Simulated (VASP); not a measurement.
# GaN (rocksalt type) in VASP: further runs, part 3 of 3

VASP 6.6.1. The steps go on from the part before.

## Step 6: Electric field gradients, PBE

This run uses another cell than the first one, of 9.72 Å³/atom, 1.063 times its volume.

File INCAR:

```
ALGO = Normal
EDIFF = 1E-8
ENCUT = 520
GGA = PE
ISIF = 2
ISMEAR = -1
ISYM = 0
LASPH = True
LCHARG = False
LEFG = True
LREAL = False
LWAVE = False
NBANDS = 16
NELM = 60
PREC = Accurate
SIGMA = 0.05
```

File KPOINTS:

```
Automatic mesh
0
Gamma
  13 13 13
  0.5 0.5 0.5
```

File POSCAR:

```
GaN
1.0
   -0.0213412177      2.1341217709      2.1341217709
    2.1341217709     -0.0213412177      2.1341217709
    2.1127805532      2.1127805532      0.0000000000
Ga N
1 1
Direct
    0.0000000000      0.0000000000      0.0000000000
    0.5000000000      0.5000000000      0.5000000000
```

Potentials or basis: VASP PAW PBE potentials, release 64 (Ga_d, N).

The run is started by

```
$ cat potpaw_PBE.64/Ga_d/POTCAR potpaw_PBE.64/N/POTCAR > POTCAR
$ mpirun -np 1 vasp_std > vasp.out
```

OUTCAR:

```text
EDIFF = 1E-8
   ENCUT = 520
   GGA = PE
   ISIF = 2
   ISMEAR = -1
   ISYM = 0
   LASPH = True
   LREAL = False
   NELM = 60
   PREC = Accurate

 ion  position               nearest neighbor table
   1  0.000  0.000  0.000-   2 2.13   2 2.13   2 2.13   2 2.13   2 2.13   2 2.13
   2  0.500  0.500  0.500-   1 2.13   1 2.13   1 2.13   1 2.13   1 2.13   1 2.13

IMPORTANT INFORMATION: All symmetrisations will be switched off!
NOSYMM: (Re-)initialisation of all symmetry stuff for point group C_1.

----------------------------------------------------------------------------------------

                                     Primitive cell
[... 634 lines left out ...]

 Electric field gradients (V/A^2)
---------------------------------------------------------------------
 ion       V_xx      V_yy      V_zz      V_xy      V_xz      V_yz
---------------------------------------------------------------------
   1       0.028     0.028    -0.056     1.802     0.001     0.001
   2      -0.030    -0.030     0.061    -4.625    -0.000    -0.000
---------------------------------------------------------------------

 Electric field gradients after diagonalization (V/A^2)
 (convention: |V_zz| > |V_xx| > |V_yy|)
----------------------------------------------------------------------
 ion       V_xx      V_yy      V_zz     asymmetry (V_yy - V_xx)/ V_zz
----------------------------------------------------------------------
   1      -1.775    -0.056     1.830       0.939
   2       4.594     0.061    -4.655       0.974
----------------------------------------------------------------------

           NMR quadrupolar parameters

 Cq : quadrupolar parameter    Cq=e*Q*V_zz/h
 eta: asymmetry parameters     (V_yy - V_xx)/ V_zz
 Q  : nuclear electric quadrupole moment in mb (millibarn)
----------------------------------------------------------------------
 ion       Cq(MHz)       eta       Q (mb)
----------------------------------------------------------------------
   1       0.004       0.939       1.000
   2      -0.011       0.974       1.000
----------------------------------------------------------------------
```

OSZICAR:

```text
N       E                     dE             d eps       ncg     rms          rms(c)
DAV:   1     0.739748757463E+02    0.73975E+02   -0.92860E+03 81640   0.211E+03
DAV:   2    -0.849460037235E+01   -0.82469E+02   -0.76756E+02 81224   0.317E+02
DAV:   3    -0.129536000068E+02   -0.44590E+01   -0.44436E+01 81096   0.635E+01
DAV:   4    -0.129936577766E+02   -0.40058E-01   -0.40054E-01 87704   0.634E+00
DAV:   5    -0.129941252735E+02   -0.46750E-03   -0.46749E-03 83712   0.627E-01    0.726E+00
DAV:   6    -0.112258086435E+02    0.17683E+01   -0.44097E+00103232   0.389E+01    0.240E+00
DAV:   7    -0.112168137534E+02    0.89949E-02   -0.21906E-01 85304   0.530E+00    0.156E+00
DAV:   8    -0.112036907191E+02    0.13123E-01   -0.36403E-02 78176   0.210E+00    0.566E-01
DAV:   9    -0.112016719237E+02    0.20188E-02   -0.68394E-03 86928   0.178E+00    0.125E-01
DAV:  10    -0.112017104343E+02   -0.38511E-04   -0.62331E-04 82040   0.295E-01    0.344E-02
DAV:  11    -0.112017007051E+02    0.97292E-05   -0.44527E-05 89800   0.783E-02    0.829E-03
DAV:  12    -0.112017022941E+02   -0.15890E-05   -0.31026E-06 86128   0.295E-02    0.396E-03
DAV:  13    -0.112017021872E+02    0.10695E-06   -0.23431E-07 83104   0.472E-03    0.104E-03
DAV:  14    -0.112017021410E+02    0.46206E-07   -0.99160E-09 67048   0.836E-04    0.735E-05
DAV:  15    -0.112017021220E+02    0.18988E-07   -0.13080E-09 43640   0.374E-04    0.163E-04
DAV:  16    -0.112017021251E+02   -0.31100E-08   -0.22726E-10 41256   0.148E-04
   1 F= -.11201702E+02 E0= -.11201685E+02  d E =-.342176E-04
```

stdout:

```text
POSCAR found type information on POSCAR GaN
 POSCAR found :  2 types and       2 ions
 scaLAPACK will be used
 LDA part: xc-table for (Slater+PW92), standard interpolation
 POSCAR, INCAR and KPOINTS ok, starting setup
 FFT: planning ... GRIDC
 FFT: planning ... GRID_SOFT
 FFT: planning ... GRID
 WAVECAR not read
 entering main loop
ion   1
     0.0000481     0.0517149     0.0000052    -0.0001255     0.0000052    -0.0000002
     0.0000628     0.0517149     0.0000052    -0.0001255     0.0000052    -0.0000002
     0.0000820     0.0517149     0.0000052    -0.0001255     0.0000052    -0.0000002
     0.0001070     0.0517149     0.0000052    -0.0001255     0.0000052    -0.0000002

     0.0000481    -1.5309320     0.0000638     0.0418343     0.0000633    -0.0000011
     0.0000628    -1.5309070     0.0000638     0.0418338     0.0000633    -0.0000011
     0.0000820    -1.5308687     0.0000638     0.0418332     0.0000633    -0.0000011
     0.0001070    -1.5308101     0.0000638     0.0418322     0.0000633    -0.0000011

ion   2
     0.0000281     1.9592959     0.0000009    -0.0213428     0.0000009    -0.0000001
     0.0000381     1.9592959     0.0000009    -0.0213428     0.0000009    -0.0000001
     0.0000517     1.9592959     0.0000009    -0.0213428     0.0000009    -0.0000001
     0.0000701     1.9592958     0.0000009    -0.0213428     0.0000009    -0.0000001

     0.0000281     4.2918591    -0.0000011    -0.0495878    -0.0000012    -0.0000003
     0.0000381     4.2918586    -0.0000011    -0.0495878    -0.0000012    -0.0000003
     0.0000517     4.2918579    -0.0000011    -0.0495878    -0.0000012    -0.0000003
     0.0000701     4.2918567    -0.0000011    -0.0495878    -0.0000012    -0.0000003
```

It took 3.7 min on 1 thread of Intel Xeon 6975P-C (Granite Rapids), shared host; peak memory 0.72 GiB.

Results:

* Free energy: -11.2017 eV
* Pressure: 0.8 GPa
* Band gap on the k mesh: 0.55 eV, indirect (least direct gap 2.53 eV)

Electric field gradients, principal values (V/Å²):
| atom | least | middle | greatest (by size) |
| --- | --- | --- | --- |
| 1 Ga | -0.056 | -1.775 | 1.830 |
| 2 N | 0.061 | 4.594 | -4.655 |

Caveat: without QUAD_EFG the Cq values of the log hold for a quadrupole moment of 1 mb, not for the nuclei. As with any semilocal functional, this PBE gap is likely too small.

## Step 7: Overview

| cell | k mesh | gap on the mesh (eV) | pressure (GPa) |
| --- | --- | --- | --- |
| a = 2.973, b = 2.973, c = 2.928 Å, angles 60.5, 60.5, 59.0°, 2 atoms | 13 × 13 × 13 | 0.77 | 16.0 |
| a = 3.018 Å, angles 60.0°, 2 atoms | 13 × 13 × 13 | 0.53 | 2.3 |
| a = 3.018, b = 3.018, c = 2.988 Å, angles 60.3, 60.3, 60.7°, 2 atoms | 13 × 13 × 13 | 0.42 | 0.8 |
| a = 3.018, b = 3.018, c = 2.988 Å, angles 60.3, 60.3, 60.7°, 2 atoms | 13 × 13 × 13, shifted | 0.55 | 0.8 |

Alike in all rows: task electric field gradients; level PBE; potentials or basis VASP PAW PBE potentials, release 64 (Ga_d, N); no spin polarisation; cutoff (eV) 520; smearing fermi-dirac 0.05 eV.

Absolute energies hang on the potentials; compare differences alone.
